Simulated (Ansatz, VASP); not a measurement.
One calculation of Co, two programs

```
Co
1.0
     2.77374    0.00000    0.00000
     0.00000    2.77374    0.00000
     0.00000    0.00000    2.77374
Co
2
Direct
  0.00000 0.00000 0.00000
  0.50000 0.50000 0.50000
```

Alike in both runs: task single point; functional PBE; k mesh 6 × 6 × 6; occupations fermi-dirac, width 0.1 eV; collinear spin.

|  | VASP | Ansatz |
| --- | --- | --- |
| version | VASP 6.6.1 | Ansatz 0.2.0 |
| potentials or method | VASP PAW PBE potentials, release 64 (Co), cutoff 520 eV | plane waves (420 eV) with PAW, scalar-relativistic |
| valence electrons in the cell | 18 | 34 |

Ansatz gave:

* net moment per atom (μB): 1.83
* size of the moment on the site where the two differ most (μB): 1.87

Q: What did VASP give for the same quantities?

A: net moment per atom (μB): 1.80; size of the moment on the site where the two differ most (μB): 1.81.

Site moments also hang on the region over which each program counts them. VASP's potentials hold 18 valence electrons a cell and Ansatz's 34, so a difference there can come from the potentials and not from the codes.

The k mesh is coarse, so the values compare programs but aren't converged.
